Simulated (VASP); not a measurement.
# PbO2 (Fm-3m) in VASP: further runs, part 2 of 2

VASP 6.6.1. The steps go on from the part before.

## 3. Single point, r2SCAN

This run uses another cell than the first one, of 12.55 Å³/atom, 1.109 times its volume.

Contents of POSCAR:

```
PbO2
1.0
    0.0000000000      2.6598338370      2.6598338370
    2.6598338370      0.0000000000      2.6598338370
    2.6598338370      2.6598338370      0.0000000000
Pb O
1 2
Direct
    0.0000000000      0.0000000000      0.0000000000
    0.2500000000      0.2500000000      0.2500000000
    0.7500000000      0.7500000000      0.7500000000
```

Contents of INCAR.step1:

```
ALGO = Normal
EDIFF = 1E-4
ENCUT = 520
GGA = PE
ISMEAR = 0
LASPH = True
LCHARG = False
LREAL = False
LWAVE = True
NBANDS = 20
NELM = 80
PREC = Accurate
SIGMA = 0.1
```

Contents of INCAR.step2:

```
ALGO = Normal
EDIFF = 1E-7
ENCUT = 520
ISIF = 2
ISMEAR = 0
ISTART = 1
LASPH = True
LCHARG = True
LELF = True
LMIXTAU = True
LREAL = False
LVHAR = True
LWAVE = False
METAGGA = R2SCAN
NBANDS = 20
NELM = 80
PREC = Accurate
SIGMA = 0.1
```

Contents of KPOINTS:

```
k-points
0
Gamma
  6 6 6
```

Potentials or basis: VASP PAW PBE potentials, release 64 (Pb_d, O).

Run with:

```bash
$ cat potpaw_PBE.64/Pb_d/POTCAR potpaw_PBE.64/O/POTCAR > POTCAR
$ cp INCAR.step1 INCAR
$ mpirun -np 1 vasp_std > vasp.out
$ cp INCAR.step2 INCAR
$ mpirun -np 1 vasp_std > vasp.out
```

OUTCAR:

```text
EDIFF = 1E-7
   ENCUT = 520
   ISIF = 2
   ISMEAR = 0
   ISTART = 1
   LASPH = True
   LREAL = False
   METAGGA = R2SCAN
   NELM = 80
   PREC = Accurate

 ion  position               nearest neighbor table
   1  0.000  0.000  0.000-   3 2.30   3 2.30   3 2.30   2 2.30   3 2.30   2 2.30   2 2.30   2 2.30

   2  0.250  0.250  0.250-   1 2.30   1 2.30   1 2.30   1 2.30
   3  0.750  0.750  0.750-   1 2.30   1 2.30   1 2.30   1 2.30

[... 552 lines left out ...]

  FORCE on cell =-STRESS in cart. coord.  units (eV):
  Direction    XX          YY          ZZ          XY          YZ          ZX
  --------------------------------------------------------------------------------------
  -------------------------------------------------------------------------------------
  Total        0.2014581      0.2014581      0.2014581      0.0000000      0.0000000     -0.0000000
  in kB        8.5763360      8.5763360      8.5763360      0.0000000      0.0000000     -0.0000000
  external PRESSURE =       8.5763360 kB  Pullay stress =       0.0000000 kB

 VOLUME and BASIS-vectors are now :
 -----------------------------------------------------------------------------
  energy-cutoff  :      520.00
  volume of cell :       37.64
      direct lattice vectors                 reciprocal lattice vectors
     0.000000000  2.659833837  2.659833837    -0.187981668  0.187981668  0.187981668
     2.659833837  0.000000000  2.659833837     0.187981668 -0.187981668  0.187981668
     2.659833837  2.659833837  0.000000000     0.187981668  0.187981668 -0.187981668

 POSITION                                       TOTAL-FORCE (eV/Angst)
 -----------------------------------------------------------------------------------
      0.00000      0.00000      0.00000        -0.000000      0.000000      0.000000
      1.32992      1.32992      1.32992        -0.000000     -0.000000     -0.000000
      3.98975      3.98975      3.98975         0.000000      0.000000      0.000000
 -----------------------------------------------------------------------------------
    total drift:                                0.000000     -0.000000      0.000000

  FREE ENERGIE OF THE ION-ELECTRON SYSTEM (eV)
  ---------------------------------------------------
  free  energy   TOTEN  =       -70.7828096696 eV

  energy  without entropy=      -70.7816019817  energy(sigma->0) =      -70.78220583
```

Run time: 45 s. Hardware: 1 thread of Intel Xeon 6975P-C (Granite Rapids), shared host; peak memory 0.16 GiB.

What came out:

* Free energy: -70.7828 eV
* Pressure: 0.9 GPa
* Band gap on the k mesh: zero (band 13 reaches 5.90 eV, above the bottom of band 14 at 4.58 eV)

Caveat: the PAW data sets were made with another functional, which shifts forces and pressure a little; spin-orbit coupling is left out, which moves the levels of the heavy elements.

## 4. Relaxation of cell and atoms, r2SCAN

Contents of POSCAR:

```
PbO2
1.0
    0.0000000000      2.5700000000      2.5700000000
    2.5700000000      0.0000000000      2.5700000000
    2.5700000000      2.5700000000      0.0000000000
Pb O
1 2
Direct
    0.0000000000      0.0000000000      0.0000000000
    0.2500000000      0.2500000000      0.2500000000
    0.7500000000      0.7500000000      0.7500000000
```

Contents of INCAR.step1:

```
ALGO = Normal ; EDIFF = 1E-4
ENCUT = 600 ; GGA = PE
ISMEAR = 0 ; LASPH = True
LCHARG = False ; LREAL = False
LWAVE = True ; NELM = 100
PREC = Accurate ; SIGMA = 0.1
```

Contents of INCAR.step2:

```
ALGO = Normal ; EDIFF = 1E-6
EDIFFG = -0.05 ; ENCUT = 600
IBRION = 2 ; ISIF = 3
ISMEAR = 0 ; ISTART = 1
LASPH = True ; LCHARG = False
LMIXTAU = True ; LREAL = False
LWAVE = False ; METAGGA = R2SCAN
NELM = 100 ; NSW = 100
PREC = Accurate ; SIGMA = 0.1
```

KPOINTS is that of step 3.

Run with:

```bash
$ cat potpaw_PBE.64/Pb_d/POTCAR potpaw_PBE.64/O/POTCAR > POTCAR
$ cp INCAR.step1 INCAR
$ mpirun -np 1 vasp_std > vasp.out
$ cp INCAR.step2 INCAR
$ mpirun -np 1 vasp_std > vasp.out
```

Wall time 1.9 min (1 thread of Intel Xeon 6975P-C (Granite Rapids), shared host); peak memory 0.18 GiB.

The run converged. Its results:

| Property | Result |
| --- | --- |
| Free energy | -70.7801 eV |
| Relaxed volume | 12.63 Å³/atom |
| Relaxed cell | a = 3.770 Å, b = 3.770 Å, c = 3.770 Å, α = 60.00°, β = 60.00°, γ = 60.00° |
| Space group after relaxing (to 0.05 Å) | Fm-3m (No. 225) |
| Energy gained by relaxing | 82.8 meV/atom |
| Ionic steps | 3 |
| Pressure after relaxing | -0.4 GPa |
| Band gap on the k mesh | zero (band 13 reaches 5.80 eV, above the bottom of band 14 at 4.50 eV) |

Step by step:
| step | energy change (eV) | largest force (eV/Å) | pressure (GPa) | volume (Å³) |
| --- | --- | --- | --- | --- |
| 1 | 0.0000 | 0.0000 | 22.93 | 33.95 |
| 2 | -0.0136 | 0.0000 | -14.16 | 42.55 |
| 3 | -0.2485 | 0.0000 | -0.36 | 37.90 |

Final structure:
```
CELL_PARAMETERS angstrom
0.00000 2.66607 2.66607
2.66607 0.00000 2.66607
2.66607 2.66607 0.00000
ATOMIC_POSITIONS crystal
Pb 0.00000 0.00000 0.00000
O 0.25000 0.25000 0.25000
O 0.75000 0.75000 0.75000
```

Levels at points of the mesh, in eV from the Fermi level:
| k point | band 11 | band 12 | band 13 | band 14 | band 15 | band 16 |
| --- | --- | --- | --- | --- | --- | --- |
| (0.00, 0.00, 0.00) | -2.19 | -1.40 | -1.40 | -1.40 | 7.66 | 7.66 |
| (0.50, 0.00, 0.00) | -3.05 | -1.60 | -1.60 | 3.05 | 7.69 | 10.51 |
| (0.50, 0.50, 0.00) | -0.37 | -0.24 | -0.24 | 2.06 | 7.05 | 9.78 |

Caveat: the PAW data sets were made with another functional, which shifts forces and pressure a little; spin-orbit coupling is left out, which moves the levels of the heavy elements; the volume moved by +12 % from the deposited cell, more than functionals usually miss.

## 5. Single point, r2SCAN (volume scaled by 0.88)

Contents of POSCAR:

```
PbO2
1.0
    0.0000000000      2.5479771090      2.5479771090
    2.5479771090      0.0000000000      2.5479771090
    2.5479771090      2.5479771090      0.0000000000
Pb O
1 2
Direct
    0.0000000000      0.0000000000      0.0000000000
    0.2500000000      0.2500000000      0.2500000000
    0.7500000000      0.7500000000      0.7500000000
```

Contents of INCAR.step1:

```
SYSTEM = PbO2
PREC = Accurate
ENCUT = 520
ISMEAR = 0
SIGMA = 0.1
LREAL = .False.
LASPH = .True.
NELM = 80
NBANDS = 20
GGA = PE
ALGO = Normal
EDIFF = 1E-4
LWAVE = .True.
LCHARG = .False.
```

Contents of INCAR.step2:

```
SYSTEM = PbO2
PREC = Accurate
ENCUT = 520
EDIFF = 1E-7
ISMEAR = 0
SIGMA = 0.1
LREAL = .False.
LASPH = .True.
NELM = 80
ALGO = Normal
ISIF = 2
LWAVE = .False.
LCHARG = .False.
METAGGA = R2SCAN
LMIXTAU = .True.
NBANDS = 20
ISTART = 1
```

Contents of KPOINTS:

```
Automatic mesh
0
Gamma
  14 14 14
  0 0 0
```

Run with:

```bash
$ cat potpaw_PBE.64/Pb_d/POTCAR potpaw_PBE.64/O/POTCAR > POTCAR
$ cp INCAR.step1 INCAR
$ mpirun -np 1 vasp_std > vasp.out
$ cp INCAR.step2 INCAR
$ mpirun -np 1 vasp_std > vasp.out
```

Wall time 3.5 min (1 thread of Intel Xeon 6975P-C (Granite Rapids), shared host); peak memory 0.2 GiB.

It converged, with:

```
Free energy            : -70.3749 eV
Pressure               : 30.5 GPa
Band gap on the k mesh : zero (band 13 reaches 7.78 eV, above the bottom of band 14 at 6.85 eV)
```

Levels at points of the mesh, in eV from the Fermi level:
```csv
k point,band 11,band 12,band 13,band 14,band 15,band 16
"(0.00, 0.00, 0.00)",-1.71,-1.71,-1.71,-0.96,8.11,8.11
"(0.50, 0.00, 0.00)",-3.66,-1.77,-1.77,4.14,8.22,11.75
"(0.50, 0.50, 0.00)",-0.52,-0.24,-0.24,2.84,8.16,10.23
```

Caveat: the cell differs from its parent crystal (volume scaled by 0.88); the PAW data sets were made with another functional, which shifts forces and pressure a little; spin-orbit coupling is left out, which moves the levels of the heavy elements.

## 6. Single point, r2SCAN

Contents of POSCAR:

```
PbO2
1.0
    0.0000000000      2.5700000000      2.5700000000
    2.5700000000      0.0000000000      2.5700000000
    2.5700000000      2.5700000000      0.0000000000
Pb O
1 2
Direct
    0.0000000000      0.0000000000      0.0000000000
    0.2500000000      0.2500000000      0.2500000000
    0.7500000000      0.7500000000      0.7500000000
```

Contents of INCAR.step1:

```
PREC = Accurate
ENCUT = 520
ISMEAR = 0
SIGMA = 0.1
LREAL = False
LASPH = True
NELM = 60
NBANDS = 20
GGA = PE
ALGO = Normal
EDIFF = 1E-4
LWAVE = True
LCHARG = False
```

Contents of INCAR.step2:

```
PREC = Accurate
ENCUT = 520
EDIFF = 1E-6
ISMEAR = 0
SIGMA = 0.1
LREAL = False
LASPH = True
NELM = 60
ALGO = Normal
ISIF = 2
LWAVE = False
LCHARG = False
METAGGA = R2SCAN
LMIXTAU = True
NBANDS = 20
ISTART = 1
```

Contents of KPOINTS:

```
regular mesh
0
Gamma
  14 14 14
```

Potentials or basis: VASP PAW PBE potentials, release 64 (Pb_d, O).

Run with:

```bash
$ cat potpaw_PBE.64/Pb_d/POTCAR potpaw_PBE.64/O/POTCAR > POTCAR
$ cp INCAR.step1 INCAR
$ mpirun -np 1 vasp_std > vasp.out
$ cp INCAR.step2 INCAR
$ mpirun -np 1 vasp_std > vasp.out
```

Wall time 3.1 min (1 thread of Intel Xeon 6975P-C (Granite Rapids), shared host); peak memory 0.2 GiB.

It converged, with:

* Free energy: -70.5211 eV
* Pressure: 23.2 GPa
* Band gap on the k mesh: zero (band 13 reaches 7.39 eV, above the bottom of band 14 at 6.21 eV)

Levels at points of the mesh, in eV from the Fermi level:
| k point | band 9 | band 10 | band 11 | band 12 | band 13 | band 14 | band 15 | band 16 | band 17 | band 18 |
| --- | --- | --- | --- | --- | --- | --- | --- | --- | --- | --- |
| (0.00, 0.00, 0.00) | -2.32 | -2.32 | -1.62 | -1.62 | -1.62 | -1.20 | 8.05 | 8.05 | 8.05 | 12.75 |
| (0.50, 0.00, 0.00) | -4.08 | -3.51 | -3.51 | -1.72 | -1.72 | 3.94 | 8.15 | 11.53 | 11.53 | 16.47 |
| (0.50, 0.50, 0.00) | -5.58 | -5.58 | -0.47 | -0.21 | -0.21 | 2.71 | 7.96 | 10.16 | 13.28 | 13.28 |

Caveat: the PAW data sets were made with another functional, which shifts forces and pressure a little; spin-orbit coupling is left out, which moves the levels of the heavy elements.

## 7. Overview

| task | cell | k mesh | cutoff (eV) | gap on the mesh (eV) | pressure (GPa) |
| --- | --- | --- | --- | --- | --- |
| single point | a = 3.635 Å, angles 60.0°, 3 atoms | 6 × 6 × 6 | 520 | none | 23.1 |
| single point | a = 3.762 Å, angles 60.0°, 3 atoms | 6 × 6 × 6 | 520 | none | 0.9 |
| relaxation of cell and atoms | relaxed from a = 3.635 Å, angles 60.0°, 3 atoms | 6 × 6 × 6 | 600 | none | -0.4 |
| single point | a = 3.603 Å, angles 60.0°, 3 atoms | 14 × 14 × 14 | 520 | none | 30.5 |
| single point | a = 3.635 Å, angles 60.0°, 3 atoms | 14 × 14 × 14 | 520 | none | 23.2 |

Alike in all rows: level r2SCAN; potentials or basis VASP PAW PBE potentials, release 64 (Pb_d, O); no spin polarisation; smearing gaussian 0.1 eV.

Caveats: the PAW data sets were made with another functional, which shifts forces and pressure a little; spin-orbit coupling is left out, which moves the levels of the heavy elements; the volume moved by +12 % from the deposited cell, more than functionals usually miss (some runs).

Total energies depend on the potentials used, so only differences within one code and one set of settings carry meaning.
